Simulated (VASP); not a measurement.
# CoSi2 (Fm-3m) in VASP: notebook

Runs on CoSi2. Level: PBE. Tasks: single point.

All numbers are computed with VASP 6.6.1; they aren't measurements. Logs are shortened: lines on timing, memory, paths and dates and some standing lists are left out, and cuts for length are marked.

### 1 The cell of the first run

It takes space group Fm-3m (No. 225, cubic). The conventional cell has a = 5.350 Å, b = 5.350 Å, c = 5.350 Å, α = 90.00°, β = 90.00°, γ = 90.00°. Within 3.1 Å of Co (site symmetry m-3m) lie 8 Si at 2.32 Å. Si (site symmetry -43m) has 4 Co at 2.32 Å and 6 Si at 2.67 Å within 3.1 Å.

### 2 Single point, PBE

File INCAR:

```
  PREC = Accurate
  ENCUT = 520
  EDIFF = 1E-7
  ISMEAR = 0
  SIGMA = 0.1
  LREAL = False
  LASPH = True
  NELM = 80
  ALGO = Normal
  ISIF = 2
  LWAVE = False
  LCHARG = False
  GGA = PE
  NBANDS = 16
```

File KPOINTS:

```
regular mesh
0
Gamma
  14 14 14
```

File POSCAR:

```
CoSi2
1.0
    0.0000000000      2.6749846192      2.6749846192
    2.6749846192      0.0000000000      2.6749846192
    2.6749846192      2.6749846192      0.0000000000
Co Si
1 2
Direct
    0.0000000000      0.0000000000      0.0000000000
    0.2500000000      0.2500000000      0.2500000000
    0.7500000000      0.7500000000      0.7500000000
```

Potentials or basis: VASP PAW PBE potentials, release 64 (Co, Si).

Started as:

```console
cat potpaw_PBE.64/Co/POTCAR potpaw_PBE.64/Si/POTCAR > POTCAR
mpirun -np 1 vasp_std > vasp.out
```

OUTCAR:

```text
PREC = Accurate
   ENCUT = 520
   EDIFF = 1E-7
   ISMEAR = 0
   LREAL = False
   LASPH = True
   NELM = 80
   ISIF = 2
   GGA = PE

 ion  position               nearest neighbor table
   1  0.000  0.000  0.000-   3 2.32   3 2.32   3 2.32   2 2.32   3 2.32   2 2.32   2 2.32   2 2.32

   2  0.250  0.250  0.250-   1 2.32   1 2.32   1 2.32   1 2.32   3 2.67   3 2.67   3 2.67   3 2.67
                             3 2.67   3 2.67
   3  0.750  0.750  0.750-   1 2.32   1 2.32   1 2.32   1 2.32   2 2.67   2 2.67   2 2.67   2 2.67
                             2 2.67   2 2.67

  LATTYP: Found a face centered cubic cell.
 ALAT       =     5.3499692384

  Lattice vectors:

 A1 = (   0.0000000000,   2.6749846192,   2.6749846192)
 A2 = (   2.6749846192,   0.0000000000,   2.6749846192)
 A3 = (   2.6749846192,   2.6749846192,   0.0000000000)

Analysis of symmetry for initial positions (statically):
=====================================================================
 Subroutine PRICEL returns:
 Original cell was already a primitive cell.

 Routine SETGRP: Setting up the symmetry group for a
 face centered cubic supercell.

 Subroutine GETGRP returns: Found 48 space group operations
 (whereof 48 operations were pure point group operations)
 out of a pool of 48 trial point group operations.

The static configuration has the point symmetry O_h .

Analysis of symmetry for dynamics (positions and initial velocities):
=====================================================================
 Subroutine PRICEL returns:
 Original cell was already a primitive cell.

 Routine SETGRP: Setting up the symmetry group for a
 face centered cubic supercell.

 Subroutine GETGRP returns: Found 48 space group operations
 (whereof 48 operations were pure point group operations)
 out of a pool of 48 trial point group operations.

The dynamic configuration has the point symmetry O_h .

 Subroutine INISYM returns: Found 48 space group operations
 (whereof 48 operations are pure point group operations),
 and found     1 'primitive' translations

----------------------------------------------------------------------------------------

                                     Primitive cell

  volume of cell :      38.2819

  direct lattice vectors                    reciprocal lattice vectors
     0.000000000  2.674984619  2.674984619    -0.186916963  0.186916963  0.186916963
     2.674984619  0.000000000  2.674984619     0.186916963 -0.186916963  0.186916963
     2.674984619  2.674984619  0.000000000     0.186916963  0.186916963 -0.186916963

  length of vectors
     3.782999528  3.782999528  3.782999528     0.323749676  0.323749676  0.323749676

  position of ions in fractional coordinates (direct lattice)
     0.000000000  0.000000000  0.000000000
     0.250000000  0.250000000  0.250000000
     0.750000000  0.750000000  0.750000000

  ion indices of the primitive-cell ions
   primitive index   ion index
                 1           1
                 2           2
                 3           3

----------------------------------------------------------------------------------------

 KPOINTS: regular mesh

Automatic generation of k-mesh.
 Grid dimensions read from file:
 generate k-points for:   14   14   14

 Generating k-lattice:

  Cartesian coordinates                     Fractional coordinates (reciprocal lattice)
    -0.013351212  0.013351212  0.013351212     0.071428571  0.000000000  0.000000000
     0.013351212 -0.013351212  0.013351212     0.000000000  0.071428571  0.000000000
     0.013351212  0.013351212 -0.013351212     0.000000000  0.000000000  0.071428571

  Length of vectors
     0.023124977  0.023124977  0.023124977

  Shift w.r.t. Gamma in fractional coordinates (k-lattice)
     0.000000000  0.000000000  0.000000000

 Subroutine IBZKPT returns following result:
 ===========================================

 Found    104 irreducible k-points:

 Following reciprocal coordinates:
            Coordinates               Weight
  0.000000  0.000000  0.000000      1.000000
  0.071429  0.000000  0.000000      8.000000
  0.142857  0.000000  0.000000      8.000000
  0.214286  0.000000  0.000000      8.000000
  0.285714  0.000000  0.000000      8.000000
  0.357143  0.000000  0.000000      8.000000
[... 16 lines left out ...]
  0.214286  0.142857  0.000000     24.000000
  0.285714  0.142857  0.000000     24.000000
 [... further k-points ...]
   k-points           NKPTS =    104   k-points in BZ     NKDIM =    104   number of bands    NBANDS=     16
   number of dos      NEDOS =    301   number of ions     NIONS =      3
   total plane-waves  NPLWV =  21952
   dimension x,y,z NGX =    28 NGY =   28 NGZ =   28
   dimension x,y,z NGXF=    56 NGYF=   56 NGZF=   56
   ions per type =               1   2
   NGX,Y,Z   is equivalent  to a cutoff of  12.30, 12.30, 12.30 a.u.
   NGXF,Y,Z  is equivalent  to a cutoff of  24.61, 24.61, 24.61 a.u.
 SYSTEM =  unknown system
   PREC   = accura    normal or accurate (medium, high low for compatibility)
   ISTART =      0    job   : 0-new  1-cont  2-samecut
   ICHARG =      2    charge: 1-file 2-atom 10-const
   ISPIN  =      1    spin polarized calculation?
   LNONCOLLINEAR =      F non collinear calculations
   LSORBIT =      F    spin-orbit coupling
   LASPH  =      T    aspherical Exc in radial PAW
   ENCUT  =  520.0 eV  38.22 Ry    6.18 a.u.   7.03  7.03  7.03*2*pi/ulx,y,z
   NELM   =     80;   NELMIN=  2; NELMDL= -5     # of ELM steps
   EDIFF  = 0.1E-06   stopping-criterion for ELM
   LREAL  =      F    real-space projection
   EDIFFG = 0.1E-05   stopping-criterion for IOM
   NSW    =      0    number of steps for IOM
   IBRION =     -1    ionic relax: 0-MD 1-quasi-New 2-CG
   NFREE  =      0    steps in history (QN), initial steepest desc. (CG)
   ISIF   =      2    stress and relaxation
   ISYM   =      2    0-nonsym 1-usesym 2-fastsym
   POTIM  = 0.5000    time-step for ionic-motion
   TEBEG  =    0.0;   TEEND  =   0.0 temperature during run
   PSTRESS=    0.0 pullay stress
   NELECT =      17.0000    total number of electrons
   NUPDOWN=      -1.0000    fix difference up-down
   EMIN   =  10.00;   EMAX   =-10.00  energy-range for DOS
   EFERMI =   0.00;   METHOD = LEGACY
   ISMEAR =     0;   SIGMA  =   0.10  broadening in eV -4-tet -1-fermi 0-gaus
   EFERMI_NEDOS =   21; number of points for ismear=-14 and -15
   IALGO  =     38    algorithm
   IMIX   =      4    mixing-type and parameters
     AMIX     =   0.40;   BMIX     =  1.00
     AMIX_MAG =   1.60;   BMIX_MAG =  1.00
  volume/ion in A,a.u.               =      12.76        86.11
  Fermi-wavevector in a.u.,A,eV,Ry     =   1.248993  2.360254 21.224849  1.559982
  Thomas-Fermi vector in A             =   2.383054
   LORBIT       =      0    0 simple, 1 ext, 2 COOP (PROOUT), +10 PAW based schemes
   GGA     = PE    functional components
   LHFCALC =     F    Hartree Fock is set to
   AEXX    =    0.0000 exact exchange contribution
   IVDW    =     0    specifies the selected vdW correction
   LEPSILON=     F    determine dielectric tensor
   LRPA    =     F    only Hartree local field effects (RPA)
 non-spin polarized calculation
 Gauss-broadening in eV      SIGMA  =   0.10
  energy-cutoff  :      520.00
  volume of cell :       38.28
 maximum number of plane-waves:      1056
   NGX = 13   NGY = 13   NGZ = 13

 number of electron      16.9999997 magnetization

 Free energy of the ion-electron system (eV)
  ---------------------------------------------------
  ext. energy  EPLUGINS =         0.00000000
  ---------------------------------------------------
  free energy    TOTEN  =       -19.29693165 eV

  energy without entropy =      -19.29178755  energy(sigma->0) =      -19.29435960

 E-fermi :  10.1504     XC(G=0): -11.7618

 val. band max:       10.1479593947   @ k =   0.4286   0.2143   0.0714
 cond. band min:      10.1667606131   @ k =   0.3571   0.0714   0.0000
 fundamental gap:      0.0188012184
 Fermi energy:        10.1504060557

 k-point     1 :       0.0000    0.0000    0.0000
  band No.  band energies     occupation
      1      -3.0122      2.00000
      2       6.0460      2.00000
      3       6.0460      2.00000
      4       6.0460      2.00000
      5       8.2204      2.00000
      6       8.2204      2.00000
[... 8 lines left out ...]
     15      15.8206      0.00000
     16      15.8206      0.00000

 k-point     2 :       0.0714    0.0000    0.0000
  band No.  band energies     occupation
      1      -2.9345      2.00000
      2       5.8519      2.00000
      3       6.0739      2.00000
      4       6.0739      2.00000
      5       8.1966      2.00000
      6       8.1966      2.00000
[... 8 lines left out ...]
     15      15.5507      0.00000
     16      15.6754      0.00000

 k-point     3 :       0.1429    0.0000    0.0000
  band No.  band energies     occupation
      1      -2.7024      2.00000
      2       5.3221      2.00000
      3       6.1526      2.00000
      4       6.1526      2.00000
      5       8.1392      2.00000
      6       8.1392      2.00000
[... 8 lines left out ...]
     15      15.4942      0.00000
     16      16.0952      0.00000

 k-point     4 :       0.2143    0.0000    0.0000
  band No.  band energies     occupation
      1      -2.3192      2.00000
      2       4.5525      2.00000
      3       6.2658      2.00000
      4       6.2658      2.00000
      5       8.0866      2.00000
      6       8.0866      2.00000
[... 8 lines left out ...]
     15      16.3036      0.00000
     16      17.1571      0.00000
[... 324 lines left out ...]
 k-point    22 :       0.1429    0.1429    0.0000
  band No.  band energies     occupation
      1      -2.5992      2.00000
      2       5.4091      2.00000
      3       6.0675      2.00000
      4       6.0675      2.00000
      5       7.8175      2.00000
      6       8.3235      2.00000
[... 8 lines left out ...]
     15      16.6112      0.00000
     16      16.6112      0.00000

 k-point    23 :       0.2143    0.1429    0.0000
  band No.  band energies     occupation
      1      -2.3180      2.00000
      2       4.9731      2.00000
      3       6.1053      2.00000
      4       6.1455      2.00000
      5       7.5931      2.00000
      6       8.3609      2.00000
[... 8 lines left out ...]
     15      17.4791      0.00000
     16      17.5934      0.00000

 k-point    24 :       0.2857    0.1429    0.0000
  band No.  band energies     occupation
      1      -1.8886      2.00000
      2       4.2764      2.00000
      3       6.1835      2.00000
      4       6.2587      2.00000
      5       7.3936      2.00000
      6       8.3985      2.00000
[... 8 lines left out ...]
     15      18.4833      0.00000
     16      18.7415      0.00000

 [... further k-points ...]
[... 5 lines left out ...]
  --------------------------------------------------------------------------------------
  -------------------------------------------------------------------------------------
  Total        0.2054048      0.2054048      0.2054048     -0.0000000     -0.0000000      0.0000000
  in kB        8.5966130      8.5966130      8.5966130     -0.0000000     -0.0000000      0.0000000
  external PRESSURE =       8.5966130 kB  Pullay stress =       0.0000000 kB

 VOLUME and BASIS-vectors are now :
 -----------------------------------------------------------------------------
  energy-cutoff  :      520.00
  volume of cell :       38.28
      direct lattice vectors                 reciprocal lattice vectors
     0.000000000  2.674984619  2.674984619    -0.186916963  0.186916963  0.186916963
     2.674984619  0.000000000  2.674984619     0.186916963 -0.186916963  0.186916963
     2.674984619  2.674984619  0.000000000     0.186916963  0.186916963 -0.186916963

 POSITION                                       TOTAL-FORCE (eV/Angst)
 -----------------------------------------------------------------------------------
      0.00000      0.00000      0.00000        -0.000000      0.000000      0.000000
      1.33749      1.33749      1.33749        -0.000000     -0.000000      0.000000
      4.01248      4.01248      4.01248         0.000000      0.000000     -0.000000
 -----------------------------------------------------------------------------------
    total drift:                               -0.000000     -0.000000      0.000000

  FREE ENERGIE OF THE ION-ELECTRON SYSTEM (eV)
  ---------------------------------------------------
  free  energy   TOTEN  =       -19.2969316549 eV

  energy  without entropy=      -19.2917875492  energy(sigma->0) =      -19.29435960
```

Wall time 37 s (1 thread of Intel Xeon Platinum 8488C (Sapphire Rapids), shared host); peak memory 0.2 GiB.

Results:

- Free energy: -19.2969 eV
- Pressure: 0.9 GPa

Levels at points of the mesh, in eV from the Fermi level:
| k point | band 7 | band 8 | band 9 | band 10 | band 11 | band 12 |
| --- | --- | --- | --- | --- | --- | --- |
| (0.00, 0.00, 0.00) | 0.78 | 3.41 | 3.41 | 3.41 | 3.44 | 3.44 |
| (0.50, 0.00, 0.00) | -1.65 | -0.49 | -0.49 | 2.69 | 3.41 | 3.41 |
| (0.50, 0.50, 0.00) | -1.98 | -1.93 | -1.35 | 1.57 | 2.92 | 8.54 |

### 3 Single point, PBE

This run uses another cell than the first one, of 12.90 Å³/atom, 1.011 times its volume.

File INCAR:

```
SYSTEM = CoSi2
ALGO = Normal ; EDIFF = 1E-7
ENCUT = 520 ; GGA = PE
ISIF = 2 ; ISMEAR = 0
LASPH = .True. ; LCHARG = .True.
LELF = .True. ; LREAL = .False.
LVHAR = .True. ; LWAVE = .False.
NBANDS = 16 ; NELM = 100
PREC = Accurate ; SIGMA = 0.1
```

File KPOINTS:

```
k-points
0
Gamma
  14 14 14
  0 0 0
```

File POSCAR:

```
CoSi2
1.0
    0.0000000000      2.6849930693      2.6849930693
    2.6849930693      0.0000000000      2.6849930693
    2.6849930693      2.6849930693      0.0000000000
Co Si
1 2
Direct
    0.0000000000      0.0000000000      0.0000000000
    0.2500000000      0.2500000000      0.2500000000
    0.7500000000      0.7500000000      0.7500000000
```

Potentials or basis: VASP PAW PBE potentials, release 64 (Co, Si).

Started as:

```console
cat potpaw_PBE.64/Co/POTCAR potpaw_PBE.64/Si/POTCAR > POTCAR
mpirun -np 1 vasp_std > vasp.out
```

Run time: 37 s. Hardware: 1 thread of Intel Xeon Platinum 8488C (Sapphire Rapids), shared host; peak memory 0.2 GiB.

The run converged. Its results:

* Free energy: -19.2965 eV
* Pressure: -1.1 GPa

Levels at points of the mesh, in eV from the Fermi level:
```tsv
k point	band 6	band 7	band 8	band 9	band 10	band 11	band 12	band 13
(0.00, 0.00, 0.00)	-1.89	0.67	3.37	3.37	3.37	3.44	3.44	3.44
(0.50, 0.00, 0.00)	-1.62	-1.62	-0.48	-0.48	2.66	3.37	3.37	4.27
(0.50, 0.50, 0.00)	-1.95	-1.95	-1.90	-1.33	1.53	2.91	8.53	9.49
```

Spin polarisation is off, so any magnetic state and its effect on volume and gap are missing.
